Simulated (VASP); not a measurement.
Runs of VASP 6.6.1 on BaTiO3. The structure is tetragonal, space group P4/mmm (No. 123). The conventional cell has a = 4.000 Å, b = 4.000 Å, c = 4.018 Å, α = 90.00°, β = 90.00°, γ = 90.00°. Within 3.7 Å of Ba (site symmetry 4/mmm) lie 12 O at 2.83 Å and 8 Ti at 3.47 Å. Within 2.6 Å of Ti (site symmetry 4/mmm) lie 6 O at 2.00 to 2.01 Å. O (site symmetry 4/mmm) has 2 Ti at 2.01 Å within 2.7 Å. O (site symmetry mmm) has 2 Ti at 2.00 Å within 2.6 Å. 

```csv
potentials or basis,cutoff (eV),smearing,second run,gap on the mesh (eV),pressure (GPa)
"VASP PAW LDA potentials, release 64 (Ba_sv, Ti_sv, O_h)",910,fermi-dirac 0.02 eV,hard_potentials,(a),-7.6
"VASP PAW LDA potentials, release 64 (Ba_sv, Ti_sv, O)",520,methfessel-paxton 0.15 eV,-,1.64,-7.3
"VASP PAW LDA potentials, release 64 (Ba_sv, Ti_sv, O)",520,methfessel-paxton 0.05 eV,-,1.64,-7.3
"VASP PAW LDA potentials, release 64 (Ba_sv, Ti_sv, O)",520,fermi-dirac 0.02 eV,-,1.64,-7.3
```

Alike in all rows: task single point; level LDA; no spin polarisation; cell as given; k mesh 6 × 6 × 6.

Q: Estimate the missing entries.

A: (a) 1.65.

Caveats: spin-orbit coupling is left out, which moves the levels of the heavy elements; the cutoff is under 1.25 times the usual one of these potentials, so pressure, stress and relaxed cells hold a basis-set (Pulay) error (some runs).

A k mesh can miss the band edges, and the runs leave out spin-orbit coupling on Ba.
